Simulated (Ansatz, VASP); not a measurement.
## One calculation of BP, two programs

File INCAR:

```
SYSTEM = BP
PREC = Accurate ; ENCUT = 520
EDIFF = 1E-6 ; ISMEAR = 0
SIGMA = 0.05 ; LREAL = .False.
LASPH = .True. ; NELM = 100
ALGO = Normal ; ISIF = 2
LWAVE = .False. ; LCHARG = .True.
GGA = B5 ; ALDAX = 1.0
AGGAX = 1.0 ; AGGAC = 1.0
ALDAC = 0.0 ; LELF = .True.
LVHAR = .True. ; NBANDS = 11
```

Contents of KPOINTS:

```
regular mesh
0
Gamma
  8 8 8
  0 0 0
```

File POSCAR:

```
BP
1.0
    0.0000000000      2.2978514906      2.2978514906
    2.2978514906      0.0000000000      2.2978514906
    2.2978514906      2.2978514906      0.0000000000
B P
1 1
Direct
    0.0000000000      0.0000000000      0.0000000000
    0.7500000000      0.7500000000      0.7500000000
```

Input for Ansatz:

```yaml
crystal:
  lattice:
    - [0.0, 2.2978514906, 2.2978514906]
    - [2.2978514906, 0.0, 2.2978514906]
    - [2.2978514906, 2.2978514906, 0.0]
  atoms:
    - { symbol: B, position: [0.0, 0.0, 0.0] }
    - { symbol: P, position: [0.75, 0.75, 0.75] }
basis:
  ecutwfc: 420
  ecutrho_ratio: 4
kpoints:
  mp_grid: { grid: [8, 8, 8] }
hamiltonian:
  xc: blyp
scf:
  occupations: { method: gaussian, width: 0.05 }
output:
  forces: true
  stress: true
  eigenvalues: true
```

Alike in both runs: task single point; functional BLYP; k mesh 8 × 8 × 8; occupations gaussian, width 0.05 eV; no spin polarisation.

|  | VASP | Ansatz |
| --- | --- | --- |
| version | VASP 6.6.1 | Ansatz 0.2.0 |
| potentials or method | VASP PAW PBE potentials, release 64 (B, P), cutoff 520 eV | scalar-relativistic, plane waves, PAW |
| valence electrons in the cell | 8 | 8 |

Ansatz gave:

```
gap on the k mesh at the Fermi level (eV) : 1.57
least direct gap on the mesh (eV)         : 3.49
pressure (GPa)                            : 0.0
```

Q: Estimate VASP's values.

A: gap on the k mesh at the Fermi level (eV): 1.60; least direct gap on the mesh (eV): 3.52; pressure (GPa): -0.1.

VASP's potentials were made for PBE, not for BLYP. With one functional, cell and mesh, what is left measures potentials, basis and numerics.
